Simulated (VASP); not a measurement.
# Rb2MgGaC6N6 (Fm-3m) in VASP: further runs

Rb2MgGaC6N6 is run at these levels: PBE; tasks: single point, relaxation of cell and atoms.

All numbers are computed with VASP 6.6.1; they aren't measurements. Logs are shortened: lines on timing, memory, paths and dates and some standing lists are left out, and cuts for length are marked.

## (1) The cell of the first run

It takes space group Fm-3m (No. 225, cubic). Conventional cell: a = 10.896 Å, b = 10.896 Å, c = 10.896 Å, α = 90.00°, β = 90.00°, γ = 90.00°. Rb (site symmetry -43m) has 12 N at 3.90 Å and 12 C at 3.90 Å and 4 Mg at 4.72 Å and 4 Ga at 4.72 Å within 5.1 Å. Mg (site symmetry m-3m) has 6 N at 2.15 Å within 2.8 Å. Within 2.8 Å of Ga (site symmetry m-3m) lie 6 C at 2.13 Å. Within 1.6 Å of C (site symmetry 4mm) lie 1 N at 1.18 Å. N (site symmetry 4mm) has 1 C at 1.18 Å within 1.6 Å.

## (2) Single point, PBE

Contents of INCAR:

```
PREC = Accurate ; ENCUT = 520
EDIFF = 1E-6 ; ISMEAR = 0
SIGMA = 0.1 ; LREAL = Auto
LASPH = T ; NELM = 100
ALGO = Normal ; ISIF = 2
LWAVE = F ; LCHARG = F
GGA = PE ; NBANDS = 58
```

Contents of KPOINTS:

```
regular mesh
0
Gamma
  6 6 6
```

Contents of POSCAR:

```
Rb2MgGaC6N6
1.0
    0.0000000000      5.4481722343      5.4481722343
    5.4481722343      0.0000000000      5.4481722343
    5.4481722343      5.4481722343      0.0000000000
Rb Mg Ga C N
2 1 1 6 6
Direct
    0.2500000000      0.2500000000      0.2500000000
    0.7500000000      0.7500000000      0.7500000000
    0.5000000000      0.5000000000      0.5000000000
    0.0000000000      0.0000000000      0.0000000000
    0.8049737783      0.1950262217      0.1950262217
    0.1950262217      0.8049737783      0.1950262217
    0.1950262217      0.1950262217      0.8049737783
    0.1950262217      0.8049737783      0.8049737783
    0.8049737783      0.1950262217      0.8049737783
    0.8049737783      0.8049737783      0.1950262217
    0.6969623723      0.3030376277      0.3030376277
    0.3030376277      0.6969623723      0.3030376277
    0.3030376277      0.3030376277      0.6969623723
    0.3030376277      0.6969623723      0.6969623723
    0.6969623723      0.3030376277      0.6969623723
    0.6969623723      0.6969623723      0.3030376277
```

Potentials or basis: VASP PAW PBE potentials, release 64 (Rb_sv, Mg, Ga_d, C, N).

Command:

```bash
$ cat potpaw_PBE.64/Rb_sv/POTCAR potpaw_PBE.64/Mg/POTCAR potpaw_PBE.64/Ga_d/POTCAR potpaw_PBE.64/C/POTCAR potpaw_PBE.64/N/POTCAR > POTCAR
$ mpirun -np 1 vasp_std > vasp.out
```

OUTCAR:

```text
PREC = Accurate
   ENCUT = 520
   EDIFF = 1E-6
   ISMEAR = 0
   LREAL = Auto
   LASPH = T
   NELM = 100
   ISIF = 2
   GGA = PE

 ion  position               nearest neighbor table
   1  0.250  0.250  0.250-   5 3.90   9 3.90  10 3.90   6 3.90   8 3.90  10 3.90   7 3.90   8 3.90
                             9 3.90   5 3.90   6 3.90   7 3.90   3 4.72   3 4.72   3 4.72   3 4.72
   2  0.750  0.750  0.750-   8 3.90   9 3.90  10 3.90   5 3.90   6 3.90  10 3.90   5 3.90   7 3.90
                             9 3.90   6 3.90   7 3.90   8 3.90   3 4.72   3 4.72   3 4.72   3 4.72
   3  0.500  0.500  0.500-  11 2.15  12 2.15  13 2.15  14 2.15  15 2.15  16 2.15   1 4.72   2 4.72
                             1 4.72   1 4.72   1 4.72   2 4.72   2 4.72   2 4.72
   4  0.000  0.000  0.000-   5 2.13   6 2.13   7 2.13   8 2.13   9 2.13  10 2.13
   5  0.805  0.195  0.195-  11 1.18   4 2.13   1 3.90   2 3.90   2 3.90   1 3.90
   6  0.195  0.805  0.195-  12 1.18   4 2.13   1 3.90   2 3.90   2 3.90   1 3.90
   7  0.195  0.195  0.805-  13 1.18   4 2.13   1 3.90   2 3.90   2 3.90   1 3.90
   8  0.195  0.805  0.805-  14 1.18   4 2.13   2 3.90   2 3.90   1 3.90   1 3.90
   9  0.805  0.195  0.805-  15 1.18   4 2.13   2 3.90   2 3.90   1 3.90   1 3.90
  10  0.805  0.805  0.195-  16 1.18   4 2.13   2 3.90   2 3.90   1 3.90   1 3.90
  11  0.697  0.303  0.303-   5 1.18   3 2.15
  12  0.303  0.697  0.303-   6 1.18   3 2.15
  13  0.303  0.303  0.697-   7 1.18   3 2.15
  14  0.303  0.697  0.697-   8 1.18   3 2.15
  15  0.697  0.303  0.697-   9 1.18   3 2.15
  16  0.697  0.697  0.303-  10 1.18   3 2.15

  LATTYP: Found a face centered cubic cell.
 ALAT       =    10.8963444686

  Lattice vectors:

 A1 = (   0.0000000000,   5.4481722343,   5.4481722343)
 A2 = (   5.4481722343,   0.0000000000,   5.4481722343)
 A3 = (   5.4481722343,   5.4481722343,   0.0000000000)

Analysis of symmetry for initial positions (statically):
=====================================================================
 Subroutine PRICEL returns:
 Original cell was already a primitive cell.

 Routine SETGRP: Setting up the symmetry group for a
 face centered cubic supercell.

 Subroutine GETGRP returns: Found 48 space group operations
 (whereof 48 operations were pure point group operations)
 out of a pool of 48 trial point group operations.

The static configuration has the point symmetry O_h .

Analysis of symmetry for dynamics (positions and initial velocities):
=====================================================================
 Subroutine PRICEL returns:
 Original cell was already a primitive cell.

 Routine SETGRP: Setting up the symmetry group for a
 face centered cubic supercell.

 Subroutine GETGRP returns: Found 48 space group operations
 (whereof 48 operations were pure point group operations)
 out of a pool of 48 trial point group operations.

The dynamic configuration has the point symmetry O_h .

 Subroutine INISYM returns: Found 48 space group operations
 (whereof 48 operations are pure point group operations),
 and found     1 'primitive' translations

----------------------------------------------------------------------------------------

                                     Primitive cell

  volume of cell :     323.4316

  direct lattice vectors                    reciprocal lattice vectors
     0.000000000  5.448172234  5.448172234    -0.091773897  0.091773897  0.091773897
     5.448172234  0.000000000  5.448172234     0.091773897 -0.091773897  0.091773897
     5.448172234  5.448172234  0.000000000     0.091773897  0.091773897 -0.091773897

  length of vectors
     7.704879064  7.704879064  7.704879064     0.158957053  0.158957053  0.158957053

  position of ions in fractional coordinates (direct lattice)
     0.250000000  0.250000000  0.250000000
     0.750000000  0.750000000  0.750000000
     0.500000000  0.500000000  0.500000000
     0.000000000  0.000000000  0.000000000
     0.804973778  0.195026222  0.195026222
     0.195026222  0.804973778  0.195026222
[... 8 lines left out ...]
[... 53 lines left out ...]
  ---------------------------------------------------
  ext. energy  EPLUGINS =         0.00000000
  ---------------------------------------------------
  free energy    TOTEN  =      -111.29010563 eV

  energy without entropy =     -111.25580759  energy(sigma->0) =     -111.27295661

 E-fermi :   2.9745     XC(G=0):  -7.5974

 val. band max:        2.9706820511   @ k =  -0.1667   0.1667   0.0000
 cond. band min:       2.9993024778   @ k =   0.1667   0.1667   0.0000
 fundamental gap:      0.0286204267
 Fermi energy:         2.9744990315

 k-point     1 :       0.0000    0.0000    0.0000
  band No.  band energies     occupation
      1     -26.8887      2.00000
      2     -26.8875      2.00000
      3     -17.5245      2.00000
      4     -17.3552      2.00000
      5     -17.3552      2.00000
      6     -17.3552      2.00000
[... 47 lines left out ...]
     54       5.2262      0.00000
     55       5.3593      0.00000

 k-point     2 :       0.1667    0.0000    0.0000
  band No.  band energies     occupation
      1     -26.8886      2.00000
      2     -26.8876      2.00000
      3     -17.5153      2.00000
      4     -17.3658      2.00000
      5     -17.3521      2.00000
      6     -17.3521      2.00000
[... 47 lines left out ...]
     54       5.2426      0.00000
     55       5.4778      0.00000

 k-point     3 :       0.3333    0.0000    0.0000
  band No.  band energies     occupation
      1     -26.8884      2.00000
      2     -26.8878      2.00000
      3     -17.4910      2.00000
      4     -17.3928      2.00000
      5     -17.3441      2.00000
      6     -17.3441      2.00000
[... 688 lines left out ...]
 k-point    15 :      -0.3333    0.3333    0.1667
  band No.  band energies     occupation
      1     -26.8881      2.00000
      2     -26.8881      2.00000
      3     -17.4633      2.00000
      4     -17.3983      2.00000
      5     -17.3527      2.00000
      6     -17.3501      2.00000
[... 47 lines left out ...]
     54       4.9676      0.00000
     55       5.1267      0.00000

 k-point    16 :      -0.3333    0.5000    0.1667
  band No.  band energies     occupation
      1     -26.8882      2.00000
      2     -26.8880      2.00000
      3     -17.4623      2.00000
      4     -17.3849      2.00000
      5     -17.3572      2.00000
      6     -17.3571      2.00000
[... 47 lines left out ...]
     54       4.7914      0.00000
     55       5.0432      0.00000
 [bands above 55 left out]

------------------------ aborting loop because EDIFF is reached ----------------------------------------

  FORCE on cell =-STRESS in cart. coord.  units (eV):
  Direction    XX          YY          ZZ          XY          YZ          ZX
  --------------------------------------------------------------------------------------
  -------------------------------------------------------------------------------------
  Total        0.6333214      0.6333214      0.6333214      0.0000000      0.0000000     -0.0000000
  in kB        3.1372726      3.1372726      3.1372726      0.0000000      0.0000000     -0.0000000
  external PRESSURE =       3.1372726 kB  Pullay stress =       0.0000000 kB

 VOLUME and BASIS-vectors are now :
 -----------------------------------------------------------------------------
  energy-cutoff  :      520.00
  volume of cell :      323.43
      direct lattice vectors                 reciprocal lattice vectors
     0.000000000  5.448172234  5.448172234    -0.091773897  0.091773897  0.091773897
     5.448172234  0.000000000  5.448172234     0.091773897 -0.091773897  0.091773897
     5.448172234  5.448172234  0.000000000     0.091773897  0.091773897 -0.091773897

 POSITION                                       TOTAL-FORCE (eV/Angst)
 -----------------------------------------------------------------------------------
      2.72409      2.72409      2.72409        -0.000000      0.000000     -0.000000
      8.17226      8.17226      8.17226        -0.000000      0.000000      0.000000
      5.44817      5.44817      5.44817        -0.000000      0.000000      0.000000
      0.00000      0.00000      0.00000        -0.000000      0.000000     -0.000000
      2.12507      5.44817      5.44817        -0.368407      0.000000      0.000000
      5.44817      2.12507      5.44817        -0.000000     -0.368407      0.000000
[... 8 lines left out ...]
      5.44817      7.59434      5.44817        -0.000000     -0.389783      0.000000
      5.44817      5.44817      7.59434        -0.000000      0.000000     -0.389783
 -----------------------------------------------------------------------------------
    total drift:                                0.000000      0.000000      0.000000

  FREE ENERGIE OF THE ION-ELECTRON SYSTEM (eV)
  ---------------------------------------------------
  free  energy   TOTEN  =      -111.2901056274 eV

  energy  without entropy=     -111.2558075927  energy(sigma->0) =     -111.27295661
```

Run time: 7.6 min. Hardware: 1 thread of Intel Xeon Platinum 8488C (Sapphire Rapids), shared host; peak memory 0.61 GiB.

Results:

```yaml
Free_energy: -111.2901 eV
Pressure: 0.3 GPa
Largest_force: 0.390 eV/Å
Band_gap_on_the_k_mesh: zero (an odd number of electrons rules out a gap without spin polarisation)
```

Forces in eV/Å, atoms in the order of the input:
```
Rb   0.000  0.000  0.000
Rb   0.000  0.000  0.000
Mg   0.000  0.000  0.000
Ga   0.000  0.000  0.000
C   -0.368  0.000  0.000
C    0.000 -0.368  0.000
C    0.000  0.000 -0.368
C    0.368  0.000  0.000
C    0.000  0.368  0.000
C    0.000  0.000  0.368
N    0.390  0.000  0.000
N    0.000  0.390  0.000
N    0.000  0.000  0.390
N   -0.390  0.000  0.000
N    0.000 -0.390  0.000
N    0.000  0.000 -0.390
```

Caveat: an odd number of electrons without spin polarisation forces a metal; a magnetic or distorted state may lie lower.

## (3) Relaxation of cell and atoms, PBE

This run uses another cell than the first one, of 16.98 Å³/atom.

Contents of INCAR:

```
ALGO = Normal
EDIFF = 1E-7
EDIFFG = -0.04
ENCUT = 600
GGA = PE
IBRION = 2
ISIF = 3
ISMEAR = 0
LASPH = T
LCHARG = F
LREAL = Auto
LWAVE = F
NELM = 60
NSW = 90
PREC = Accurate
SIGMA = 0.1
```

Contents of KPOINTS:

```
k-points
0
Gamma
  4 4 4
```

Contents of POSCAR:

```
Rb2MgGaC6N6
1.0
    0.0000000000      5.1410000000      5.1410000000
    5.1410000000      0.0000000000      5.1410000000
    5.1410000000      5.1410000000      0.0000000000
Rb Mg Ga C N
2 1 1 6 6
Direct
    0.2500000000      0.2500000000      0.2500000000
    0.7500000000      0.7500000000      0.7500000000
    0.5000000000      0.5000000000      0.5000000000
    0.0000000000      0.0000000000      0.0000000000
    0.8156000800      0.1843999200      0.1843999200
    0.1843999200      0.8156000800      0.1843999200
    0.1843999200      0.1843999200      0.8156000800
    0.1843999200      0.8156000800      0.8156000800
    0.8156000800      0.1843999200      0.8156000800
    0.8156000800      0.8156000800      0.1843999200
    0.7018089900      0.2981910100      0.2981910100
    0.2981910100      0.7018089900      0.2981910100
    0.2981910100      0.2981910100      0.7018089900
    0.2981910100      0.7018089900      0.7018089900
    0.7018089900      0.2981910100      0.7018089900
    0.7018089900      0.7018089900      0.2981910100
```

Potentials or basis: VASP PAW PBE potentials, release 64 (Rb_sv, Mg, Ga_d, C, N).

Command:

```bash
$ cat potpaw_PBE.64/Rb_sv/POTCAR potpaw_PBE.64/Mg/POTCAR potpaw_PBE.64/Ga_d/POTCAR potpaw_PBE.64/C/POTCAR potpaw_PBE.64/N/POTCAR > POTCAR
$ mpirun -np 1 vasp_std > vasp.out
```

Run time: 16 min. Hardware: 1 thread of Intel Xeon Platinum 8488C (Sapphire Rapids), shared host; peak memory 0.6 GiB.

It converged, with:

```yaml
Free_energy: -111.2613 eV
Relaxed_volume: 20.28 Å³/atom
Relaxed_cell: a = 7.713 Å, b = 7.713 Å, c = 7.713 Å, α = 60.00°, β = 60.00°, γ = 60.00°
Space_group_after_relaxing_to_0.1_Å: Fm-3m (No. 225)
Energy_gained_by_relaxing: 147.9 meV/atom
Ionic_steps: 5
Pressure_after_relaxing: -0.2 GPa
Largest_force_after_relaxing: 0.025 eV/Å
Band_gap_on_the_k_mesh: zero (an odd number of electrons rules out a gap without spin polarisation)
```

Forces on the atoms (eV/Å):
```
Rb   0.000  0.000  0.000
Rb   0.000  0.000  0.000
Mg   0.000  0.000  0.000
Ga   0.000  0.000  0.000
C    0.012  0.000  0.000
C    0.000  0.012  0.000
C    0.000  0.000  0.012
C   -0.012  0.000  0.000
C    0.000 -0.012  0.000
C    0.000  0.000 -0.012
N    0.025  0.000  0.000
N    0.000  0.025  0.000
N    0.000  0.000  0.025
N   -0.025  0.000  0.000
N    0.000 -0.025  0.000
N    0.000  0.000 -0.025
```

The path:
| step | energy change (eV) | largest force (eV/Å) | pressure (GPa) | volume (Å³) |
| --- | --- | --- | --- | --- |
| 1 | 0.0000 | 2.3248 | 12.29 | 271.75 |
| 2 | -2.3536 | 0.5646 | 0.23 | 326.27 |
| 3 | -2.3567 | 0.6230 | 0.50 | 323.98 |
| 4 | -1.5240 | 4.8456 | -5.70 | 329.28 |
| 5 | -2.3667 | 0.0252 | -0.22 | 324.47 |

Final structure:
```
CELL_PARAMETERS angstrom
0.00000 5.45397 5.45397
5.45397 0.00000 5.45397
5.45397 5.45397 0.00000
ATOMIC_POSITIONS crystal
Rb 0.25000 0.25000 0.25000
Rb 0.75000 0.75000 0.75000
Mg 0.50000 0.50000 0.50000
Ga 0.00000 0.00000 0.00000
C 0.80530 0.19470 0.19470
C 0.19470 0.80530 0.19470
C 0.19470 0.19470 0.80530
C 0.19470 0.80530 0.80530
C 0.80530 0.19470 0.80530
C 0.80530 0.80530 0.19470
N 0.69704 0.30296 0.30296
N 0.30296 0.69704 0.30296
N 0.30296 0.30296 0.69704
N 0.30296 0.69704 0.69704
N 0.69704 0.30296 0.69704
N 0.69704 0.69704 0.30296
```

Levels at points of the mesh, in eV from the Fermi level:
```
           k point  band 41  band 42  band 43  band 44  band 45  band 46
(0.00, 0.00, 0.00)    -5.90    -4.83    -4.83    -0.32    -0.19    -0.19
(0.50, 0.00, 0.00)    -5.83    -4.95    -4.95     0.19     0.40     0.40
(0.50, 0.50, 0.00)    -5.81    -5.22    -4.81    -0.14     0.78     0.78
```

Caveat: the volume moved by over 15 % at a fixed basis, so the end points are rough; an odd number of electrons without spin polarisation forces a metal; a magnetic or distorted state may lie lower.

## (4) Single point, PBE, collinear spin, ferromagnetic start

This run uses another cell than the first one, of 16.98 Å³/atom.

Contents of INCAR:

```
SYSTEM = Rb2MgGaC6N6
PREC = Accurate ; ENCUT = 520
EDIFF = 1E-6 ; ISMEAR = 0
SIGMA = 0.1 ; LREAL = Auto
LASPH = .TRUE. ; NELM = 150
ALGO = Normal ; ISIF = 2
LWAVE = .FALSE. ; LCHARG = .FALSE.
ISPIN = 2 ; MAGMOM = 0 0 0 0 1 1 1 1 1 1 1 1 1 1 1 1
LORBIT = 11 ; GGA = PE
NBANDS = 62
```

Contents of KPOINTS:

```
regular mesh
0
G
  4 4 4
  0 0 0
```

POSCAR is that of step 3.

Command:

```bash
$ cat potpaw_PBE.64/Rb_sv/POTCAR potpaw_PBE.64/Mg/POTCAR potpaw_PBE.64/Ga_d/POTCAR potpaw_PBE.64/C/POTCAR potpaw_PBE.64/N/POTCAR > POTCAR
$ mpirun -np 1 vasp_std > vasp.out
```

Wall time 6.7 min (1 thread of Intel Xeon Platinum 8488C (Sapphire Rapids), shared host); peak memory 0.61 GiB.

The run converged. Its results:

```
Free energy                                           : -108.8753 eV
Pressure                                              : 12.4 GPa
Largest force                                         : 2.298 eV/Å
Net moment                                            : 0.00 μB per cell
Valence electrons inside the program's atomic spheres : Rb 7.29; Mg 0.41; Ga 12.53; C 2.66; N 3.91
```

Forces on the atoms (eV/Å):
```
Rb   0.000  0.000  0.000
Rb   0.000  0.000  0.000
Mg   0.000  0.000  0.000
Ga   0.000  0.000  0.000
C    2.298  0.000  0.000
C    0.000  2.298  0.000
C    0.000  0.000  2.298
C   -2.298  0.000  0.000
C    0.000 -2.298  0.000
C    0.000  0.000 -2.298
N    1.017  0.000  0.000
N    0.000  1.017  0.000
N    0.000  0.000  1.017
N   -1.017  0.000  0.000
N    0.000 -1.017  0.000
N    0.000  0.000 -1.017
```

Levels at points of the mesh, in eV from the Fermi level:
Spin up:
```
           k point  band 39  band 40  band 41  band 42  band 43  band 44  band 45  band 46  band 47  band 48
(0.00, 0.00, 0.00)    -5.62    -5.62    -5.62    -3.85    -3.85    -0.29    -0.29    -0.29     0.35     1.59
(0.50, 0.00, 0.00)    -5.92    -5.57    -5.57    -3.95    -3.95     0.25     0.46     0.46     1.25     1.41
(0.50, 0.50, 0.00)    -5.77    -5.63    -5.56    -4.14    -3.81    -0.19     0.94     0.94     1.64     2.01
```
Spin down:
```csv
k point,band 39,band 40,band 41,band 42,band 43,band 44,band 45,band 46,band 47,band 48
"(0.00, 0.00, 0.00)",-5.62,-5.62,-5.62,-3.85,-3.85,-0.29,-0.29,-0.29,0.35,1.59
"(0.50, 0.00, 0.00)",-5.92,-5.57,-5.57,-3.95,-3.95,0.25,0.46,0.46,1.25,1.41
"(0.50, 0.50, 0.00)",-5.77,-5.63,-5.56,-4.14,-3.81,-0.19,0.94,0.94,1.64,2.01
```

Caveat: the cell stands under pressure; forces of over 1 eV/Å act on the atoms, so gaps and moduli don't describe the material at rest.

## (5) Summary

| task | spin | cell | k mesh | cutoff (eV) | gap on the mesh (eV) | pressure (GPa) | largest force (eV/Å) |
| --- | --- | --- | --- | --- | --- | --- | --- |
| single point | off | a = 7.705 Å, angles 60.0°, 16 atoms, atomic positions A | 6 × 6 × 6 | 520 | none | 0.3 | 0.39 |
| relaxation of cell and atoms | off | relaxed from a = 7.270 Å, angles 60.0°, 16 atoms, atomic positions B | 4 × 4 × 4 | 600 | none | -0.2 | 0.03 |
| single point | collinear, ferromagnetic start | a = 7.270 Å, angles 60.0°, 16 atoms, atomic positions B | 4 × 4 × 4 | 520 | none | 12.4 | 2.30 |

Alike in all rows: level PBE; potentials or basis VASP PAW PBE potentials, release 64 (Rb_sv, Mg, Ga_d, C, N); smearing gaussian 0.1 eV.

Caveats: an odd number of electrons without spin polarisation forces a metal (at least some runs); a magnetic or distorted state may lie lower (at least some runs); the volume moved by over 15 % at a fixed basis, so the end points are rough (at least some runs); the cell stands under pressure (at least some runs); forces of over 1 eV/Å act on the atoms, so gaps and moduli don't describe the material at rest (at least some runs).

Absolute energies hang on the potentials; compare differences alone.

The gap in the log of VASP goes by the Fermi energy; the results here count the filled bands.